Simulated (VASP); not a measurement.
# WC in VASP: single point with r2SCAN

Aim: the single point of WC with r2SCAN.

Everything below comes from runs of VASP 6.6.1. Logs are shortened: lines on timing, memory, paths and dates and some standing lists are left out, and cuts for length are marked.

## (1) The cell of the first run

The typed cell holds 2 atoms: a = 3.086 Å, b = 3.086 Å, c = 3.086 Å, α = 59.99°, β = 59.99°, γ = 59.99°.

## (2) Single point, r2SCAN

POSCAR reads:

```
WC
1.0
    1.5427726732      0.8907202182      2.5198015081
   -1.5427726732      0.8907202182      2.5198015081
    0.0000000000     -1.7814404364      2.5198015081
W C
1 1
Direct
    0.0000000000      0.0000000000      0.0000000000
    0.5000000000      0.5000000000      0.5000000000
```

INCAR.step1 reads:

```
SYSTEM = WC
PREC = Accurate
ENCUT = 910
ISMEAR = 0
SIGMA = 0.1
LREAL = .FALSE.
LASPH = .TRUE.
NELM = 120
NBANDS = 16
GGA = PE
ALGO = Normal
EDIFF = 1E-5
LWAVE = .TRUE.
LCHARG = .FALSE.
GGA_COMPAT = .FALSE.
```

INCAR.step2 reads:

```
SYSTEM = WC
PREC = Accurate
ENCUT = 910
EDIFF = 1E-6
ISMEAR = 0
SIGMA = 0.1
LREAL = .FALSE.
LASPH = .TRUE.
NELM = 120
ALGO = Normal
ISIF = 2
LWAVE = .FALSE.
LCHARG = .FALSE.
METAGGA = R2SCAN
LMIXTAU = .TRUE.
NBANDS = 16
ISTART = 1
GGA_COMPAT = .FALSE.
```

KPOINTS reads:

```
regular mesh
0
G
  12 12 12
  0 0 0
```

Potentials or basis: VASP PAW PBE potentials, release 64 (W_sv, C_h).

The run is started by

```sh
> cat potpaw_PBE.64/W_sv/POTCAR potpaw_PBE.64/C_h/POTCAR > POTCAR
> cp INCAR.step1 INCAR
> mpirun -np 1 vasp_std > vasp.out
> cp INCAR.step2 INCAR
> mpirun -np 1 vasp_std > vasp.out
```

OUTCAR:

```text
SYSTEM = WC
   PREC = Accurate
   ENCUT = 910
   EDIFF = 1E-6
   ISMEAR = 0
   LREAL = .FALSE.
   LASPH = .TRUE.
   NELM = 120
   ISIF = 2
   METAGGA = R2SCAN
   ISTART = 1

 ion  position               nearest neighbor table
   1  0.000  0.000  0.000-   2 2.18   2 2.18   2 2.18   2 2.18   2 2.18   2 2.18
   2  0.500  0.500  0.500-   1 2.18   1 2.18   1 2.18   1 2.18   1 2.18   1 2.18

  LATTYP: Found a trigonal (rhomboedric) cell.
 ALAT       =     3.0859244431
 COS(alpha) =     0.5001228395

  Lattice vectors:

 A1 = (   1.5427726732,   0.8907202182,   2.5198015081)
 A2 = (  -1.5427726732,   0.8907202182,   2.5198015081)
 A3 = (   0.0000000000,  -1.7814404364,   2.5198015081)

Analysis of symmetry for initial positions (statically):
=====================================================================
 Subroutine PRICEL returns:
 Original cell was already a primitive cell.

 Routine SETGRP: Setting up the symmetry group for a
 trigonal (rhombohedral) supercell.

 Subroutine GETGRP returns: Found 12 space group operations
 (whereof 12 operations were pure point group operations)
 out of a pool of 12 trial point group operations.

The static configuration has the point symmetry D_3d.

Analysis of symmetry for dynamics (positions and initial velocities):
=====================================================================
 Subroutine PRICEL returns:
 Original cell was already a primitive cell.

 Routine SETGRP: Setting up the symmetry group for a
 trigonal (rhombohedral) supercell.

 Subroutine GETGRP returns: Found 12 space group operations
 (whereof 12 operations were pure point group operations)
 out of a pool of 12 trial point group operations.

The dynamic configuration has the point symmetry D_3d.

 Subroutine INISYM returns: Found 12 space group operations
 (whereof 12 operations are pure point group operations),
 and found     1 'primitive' translations

----------------------------------------------------------------------------------------

                                     Primitive cell

  volume of cell :      20.7759

  direct lattice vectors                    reciprocal lattice vectors
     1.542772673  0.890720218  2.519801508     0.324091818  0.187114498  0.132285552
    -1.542772673  0.890720218  2.519801508    -0.324091818  0.187114498  0.132285552
     0.000000000 -1.781440436  2.519801508     0.000000000 -0.374228996  0.132285552

  length of vectors
     3.085924443  3.085924443  3.085924443     0.396921666  0.396921666  0.396921666

  position of ions in fractional coordinates (direct lattice)
     0.000000000  0.000000000  0.000000000
     0.500000000  0.500000000  0.500000000

  ion indices of the primitive-cell ions
   primitive index   ion index
                 1           1
                 2           2

----------------------------------------------------------------------------------------

 KPOINTS: regular mesh

Automatic generation of k-mesh.
 Grid dimensions read from file:
 generate k-points for:   12   12   12

 Generating k-lattice:

  Cartesian coordinates                     Fractional coordinates (reciprocal lattice)
     0.027007651  0.015592875  0.011023796     0.083333333  0.000000000  0.000000000
    -0.027007651  0.015592875  0.011023796     0.000000000  0.083333333  0.000000000
     0.000000000 -0.031185750  0.011023796     0.000000000  0.000000000  0.083333333

  Length of vectors
     0.033076806  0.033076806  0.033076806

  Shift w.r.t. Gamma in fractional coordinates (k-lattice)
     0.000000000  0.000000000  0.000000000

 Subroutine IBZKPT returns following result:
 ===========================================

 Found    189 irreducible k-points:

 Following reciprocal coordinates:
            Coordinates               Weight
  0.000000  0.000000  0.000000      1.000000
  0.083333  0.000000  0.000000      6.000000
  0.166667 -0.000000  0.000000      6.000000
  0.250000 -0.000000  0.000000      6.000000
  0.333333 -0.000000 -0.000000      6.000000
  0.416667 -0.000000 -0.000000      6.000000
[... 16 lines left out ...]
  0.500000  0.166667  0.000000     12.000000
 -0.416667  0.166667 -0.000000     12.000000
 [... further k-points ...]
   k-points           NKPTS =    189   k-points in BZ     NKDIM =    189   number of bands    NBANDS=     16
   number of dos      NEDOS =    301   number of ions     NIONS =      2
   total plane-waves  NPLWV =  27000
   dimension x,y,z NGX =    30 NGY =   30 NGZ =   30
   dimension x,y,z NGXF=    60 NGYF=   60 NGZF=   60
   ions per type =               1   1
   NGX,Y,Z   is equivalent  to a cutoff of  16.16, 16.16, 16.16 a.u.
   NGXF,Y,Z  is equivalent  to a cutoff of  32.32, 32.32, 32.32 a.u.
 SYSTEM =  WC
   PREC   = accura    normal or accurate (medium, high low for compatibility)
   ISTART =      1    job   : 0-new  1-cont  2-samecut
   ICHARG =      0    charge: 1-file 2-atom 10-const
   ISPIN  =      1    spin polarized calculation?
   LNONCOLLINEAR =      F non collinear calculations
   LSORBIT =      F    spin-orbit coupling
   LASPH  =      T    aspherical Exc in radial PAW
   ENCUT  =  910.0 eV  66.88 Ry    8.18 a.u.   7.59  7.59  7.59*2*pi/ulx,y,z
   NELM   =    120;   NELMIN=  2; NELMDL=  0     # of ELM steps
   EDIFF  = 0.1E-05   stopping-criterion for ELM
   LREAL  =      F    real-space projection
   EDIFFG = 0.1E-04   stopping-criterion for IOM
   NSW    =      0    number of steps for IOM
   IBRION =     -1    ionic relax: 0-MD 1-quasi-New 2-CG
   NFREE  =      0    steps in history (QN), initial steepest desc. (CG)
   ISIF   =      2    stress and relaxation
   ISYM   =      2    0-nonsym 1-usesym 2-fastsym
   POTIM  = 0.5000    time-step for ionic-motion
   TEBEG  =    0.0;   TEEND  =   0.0 temperature during run
   PSTRESS=    0.0 pullay stress
   NELECT =      18.0000    total number of electrons
   NUPDOWN=      -1.0000    fix difference up-down
   EMIN   =  10.00;   EMAX   =-10.00  energy-range for DOS
   EFERMI =   0.00;   METHOD = LEGACY
   ISMEAR =     0;   SIGMA  =   0.10  broadening in eV -4-tet -1-fermi 0-gaus
   EFERMI_NEDOS =   21; number of points for ismear=-14 and -15
   IALGO  =     38    algorithm
   IMIX   =      4    mixing-type and parameters
     AMIX     =   0.40;   BMIX     =  1.00
     AMIX_MAG =   1.60;   BMIX_MAG =  1.00
  volume/ion in A,a.u.               =      10.39        70.10
  Fermi-wavevector in a.u.,A,eV,Ry     =   1.560673  2.949245 33.139734  2.435702
  Thomas-Fermi vector in A             =   2.663851
   LORBIT       =      0    0 simple, 1 ext, 2 COOP (PROOUT), +10 PAW based schemes
   METAGGA = R2SCAN    functional components
   LHFCALC =     F    Hartree Fock is set to
   AEXX    =    0.0000 exact exchange contribution
   IVDW    =     0    specifies the selected vdW correction
   LEPSILON=     F    determine dielectric tensor
   LRPA    =     F    only Hartree local field effects (RPA)
 non-spin polarized calculation
 Gauss-broadening in eV      SIGMA  =   0.10
  energy-cutoff  :      910.00
  volume of cell :       20.78
 maximum number of plane-waves:      1314
   NGX = 15   NGY = 15   NGZ = 15

 number of electron      18.0000001 magnetization

 Free energy of the ion-electron system (eV)
  ---------------------------------------------------
  ext. energy  EPLUGINS =         0.00000000
  ---------------------------------------------------
  free energy    TOTEN  =       -60.64274911 eV

  energy without entropy =      -60.64041239  energy(sigma->0) =      -60.64158075

 E-fermi :  12.9333     XC(G=0): -14.9523

 val. band max:       12.8772200042   @ k =   0.5000   0.1667   0.1667
 cond. band min:      12.9679729124   @ k =  -0.0833   0.0833   0.0833
 fundamental gap:      0.0907529082
 Fermi energy:        12.9333483103

 k-point     1 :       0.0000    0.0000    0.0000
  band No.  band energies     occupation
      1     -64.4956      2.00000
      2     -27.8279      2.00000
      3     -27.8275      2.00000
      4     -27.8275      2.00000
      5      -3.8810      2.00000
      6      10.0596      2.00000
[... 8 lines left out ...]
     15      23.5349      0.00000
     16      37.0534      0.00000

 k-point     2 :       0.0833    0.0000    0.0000
  band No.  band energies     occupation
      1     -64.4926      2.00000
      2     -27.8739      2.00000
      3     -27.8327      2.00000
      4     -27.8324      2.00000
      5      -3.6763      2.00000
      6       9.3290      2.00000
[... 8 lines left out ...]
     15      24.0001      0.00000
     16      35.1759      0.00000

 k-point     3 :       0.1667   -0.0000    0.0000
  band No.  band energies     occupation
      1     -64.4845      2.00000
      2     -27.9985      2.00000
      3     -27.8457      2.00000
      4     -27.8454      2.00000
      5      -3.0875      2.00000
      6       7.9142      2.00000
[... 8 lines left out ...]
     15      25.1432      0.00000
     16      32.5136      0.00000

 k-point     4 :       0.2500   -0.0000    0.0000
  band No.  band energies     occupation
      1     -64.4733      2.00000
      2     -28.1650      2.00000
      3     -27.8635      2.00000
      4     -27.8632      2.00000
      5      -2.1853      2.00000
      6       6.3586      2.00000
[... 8 lines left out ...]
     15      26.0851      0.00000
     16      30.8738      0.00000

 k-point     5 :       0.3333   -0.0000   -0.0000
  band No.  band energies     occupation
      1     -64.4621      2.00000
      2     -28.3273      2.00000
      3     -27.8811      2.00000
      4     -27.8809      2.00000
      5      -1.0718      2.00000
      6       4.8366      2.00000
[... 8 lines left out ...]
     15      26.7918      0.00000
     16      28.2508      0.00000

 k-point     6 :       0.4167   -0.0000   -0.0000
  band No.  band energies     occupation
      1     -64.4540      2.00000
      2     -28.4436      2.00000
      3     -27.8940      2.00000
      4     -27.8938      2.00000
      5       0.1115      2.00000
      6       3.4489      2.00000
[... 8 lines left out ...]
     15      26.2224      0.00000
     16      26.2260      0.00000

 k-point     7 :       0.5000   -0.0000    0.0000
  band No.  band energies     occupation
      1     -64.4510      2.00000
      2     -28.4856      2.00000
      3     -27.8987      2.00000
      4     -27.8985      2.00000
      5       0.8657      2.00000
      6       2.6351      2.00000
[... 8 lines left out ...]
     15      25.3506      0.00000
     16      25.3542      0.00000

 k-point     8 :       0.0833    0.0833    0.0000
  band No.  band energies     occupation
      1     -64.4916      2.00000
      2     -27.8706      2.00000
      3     -27.8435      2.00000
      4     -27.8433      2.00000
      5      -3.6122      2.00000
      6       9.1350      2.00000
[... 8 lines left out ...]
     15      24.1580      0.00000
     16      35.0088      0.00000

 k-point     9 :       0.1667    0.0833    0.0000
  band No.  band energies     occupation
      1     -64.4852      2.00000
      2     -27.9632      2.00000
      3     -27.8619      2.00000
      4     -27.8512      2.00000
      5      -3.1647      2.00000
      6       7.7813      2.00000
[... 8 lines left out ...]
     15      25.1038      0.00000
     16      32.6028      0.00000
[... 172 lines left out ...]
 k-point    19 :       0.1667    0.1667    0.0000
  band No.  band energies     occupation
      1     -64.4808      2.00000
      2     -27.9849      2.00000
      3     -27.8864      2.00000
      4     -27.8861      2.00000
      5      -2.8971      2.00000
      6       6.8854      2.00000
[... 8 lines left out ...]
     15      25.8162      0.00000
     16      32.2743      0.00000

 k-point    20 :       0.2500    0.1667   -0.0000
  band No.  band energies     occupation
      1     -64.4723      2.00000
      2     -28.0913      2.00000
      3     -27.9125      2.00000
      4     -27.9058      2.00000
      5      -2.3334      2.00000
      6       5.9861      2.00000
[... 8 lines left out ...]
     15      26.8328      0.00000
     16      29.6156      0.00000

 k-point    21 :       0.3333    0.1667    0.0000
  band No.  band energies     occupation
      1     -64.4621      2.00000
      2     -28.2266      2.00000
      3     -27.9333      2.00000
      4     -27.9305      2.00000
      5      -1.5654      2.00000
      6       5.1889      2.00000
[... 8 lines left out ...]
     15      26.4197      0.00000
     16      28.5597      0.00000

 k-point    22 :       0.4167    0.1667    0.0000
  band No.  band energies     occupation
      1     -64.4529      2.00000
      2     -28.3446      2.00000
      3     -27.9635      2.00000
      4     -27.9431      2.00000
      5      -0.7225      2.00000
      6       4.4314      2.00000
[... 8 lines left out ...]
     15      25.5547      0.00000
     16      27.7775      0.00000

 k-point    23 :       0.5000    0.1667    0.0000
  band No.  band energies     occupation
      1     -64.4472      2.00000
      2     -28.4148      2.00000
      3     -27.9965      2.00000
      4     -27.9396      2.00000
      5       0.0059      2.00000
      6       3.7387      2.00000
[... 8 lines left out ...]
     15      25.4596      0.00000
     16      27.2374      0.00000

 k-point    24 :      -0.4167    0.1667   -0.0000
  band No.  band energies     occupation
      1     -64.4464      2.00000
      2     -28.4213      2.00000
      3     -28.0192      2.00000
      4     -27.9236      2.00000
      5       0.2658      2.00000
      6       3.4558      2.00000
[... 8 lines left out ...]
     15      25.9709      0.00000
     16      27.2903      0.00000

 [... further k-points ...]

------------------------ aborting loop because EDIFF is reached ----------------------------------------

  FORCE on cell =-STRESS in cart. coord.  units (eV):
  Direction    XX          YY          ZZ          XY          YZ          ZX
  --------------------------------------------------------------------------------------
  -------------------------------------------------------------------------------------
  Total        0.2240164      0.2240164      0.2033074     -0.0000000      0.0000000      0.0000000
  in kB       17.2754563     17.2754563     15.6784402     -0.0000000      0.0000000      0.0000000
  external PRESSURE =      16.7431176 kB  Pullay stress =       0.0000000 kB

 VOLUME and BASIS-vectors are now :
 -----------------------------------------------------------------------------
  energy-cutoff  :      910.00
  volume of cell :       20.78
      direct lattice vectors                 reciprocal lattice vectors
     1.542772673  0.890720218  2.519801508     0.324091818  0.187114498  0.132285552
    -1.542772673  0.890720218  2.519801508    -0.324091818  0.187114498  0.132285552
     0.000000000 -1.781440436  2.519801508     0.000000000 -0.374228996  0.132285552

 POSITION                                       TOTAL-FORCE (eV/Angst)
 -----------------------------------------------------------------------------------
      0.00000      0.00000      0.00000        -0.000000      0.000000      0.000000
      0.00000      0.00000      3.77970         0.000000     -0.000000     -0.000000
 -----------------------------------------------------------------------------------
    total drift:                                0.000000      0.000000      0.000000

  FREE ENERGIE OF THE ION-ELECTRON SYSTEM (eV)
  ---------------------------------------------------
  free  energy   TOTEN  =       -60.6427491062 eV

  energy  without entropy=      -60.6404123858  energy(sigma->0) =      -60.64158075
```

It took 6.7 min on 1 thread of Intel Xeon Platinum 8488C (Sapphire Rapids), shared host; peak memory 0.29 GiB.

Results:

| Item | Value |
| --- | --- |
| Free energy | -60.6427 eV |
| Pressure | 1.7 GPa |
| Band gap on the k mesh | zero (bands 9 and 10 overlap by 3.39 eV) |

Levels at points of the mesh, in eV from the Fermi level:
| k point | band 5 | band 6 | band 7 | band 8 | band 9 | band 10 | band 11 | band 12 | band 13 | band 14 |
| --- | --- | --- | --- | --- | --- | --- | --- | --- | --- | --- |
| (0.00, 0.00, 0.00) | -16.81 | -2.87 | -2.87 | -2.87 | -1.16 | -1.16 | -1.16 | -1.01 | -1.01 | 7.22 |
| (0.50, 0.00, 0.00) | -12.07 | -10.30 | -7.02 | -7.02 | 1.15 | 1.15 | 2.58 | 5.41 | 9.37 | 9.37 |
| (0.50, 0.50, 0.00) | -14.60 | -5.98 | -5.92 | -2.70 | -2.70 | 0.91 | 2.43 | 2.43 | 5.89 | 7.90 |
| (0.50, 0.50, 0.50) | -12.07 | -10.30 | -7.02 | -7.02 | 1.15 | 1.15 | 2.58 | 5.41 | 9.37 | 9.37 |

Caveat: the cutoff is under 1.25 times the usual one of these potentials, so pressure, stress and relaxed cells hold a basis-set (Pulay) error; the PAW data sets were made with another functional, which shifts forces and pressure a little; spin-orbit coupling is left out, which moves the levels of the heavy elements.
